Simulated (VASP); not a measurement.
Runs of VASP 6.6.1 on Si. The structure is that of space group Im-3m (No. 229), or close to it. The cells are those of the table. This isn't the form of Si at room conditions, which is diamond.

```tsv
task	level	cell	gap on the mesh (eV)	pressure (GPa)	relaxed volume (Å³/atom)
single point	revPBE+D3(BJ)	a = 5.776 Å, angles 109.5°, 6 atoms	0.38	-0.2	-
single point	PBE+D4	a = 5.786 Å, angles 109.5°, 6 atoms	0.34	(a)	-
relaxation of cell and atoms	PBEsol	relaxed from a = 5.778 Å, angles 109.5°, 6 atoms	0.27	0.0	(b)
relaxation of cell and atoms	PBE+D4	relaxed from a = 5.778 Å, angles 109.5°, 6 atoms	0.34	0.0	24.83
single point	PBEsol	a = 5.795 Å, angles 109.5°, 6 atoms	0.27	0.1	-
relaxation of cell and atoms	revPBE+D3(BJ)	relaxed from a = 5.778 Å, angles 109.5°, 6 atoms	0.38	0.0	24.64
```

Alike in all rows: potentials or basis VASP PAW PBE potentials, release 64 (Si); no spin polarisation; k mesh 5 × 5 × 5; cutoff (eV) 500; smearing fermi-dirac 0.1 eV.

Question: Fill in the values left out.

Answer: (a) -0.1; (b) 24.99.

Caveats: an odd mesh through Γ misses points on the zone boundary, where band edges can lie; the PAW data sets were made with another functional, which shifts forces and pressure a little (at least some runs).
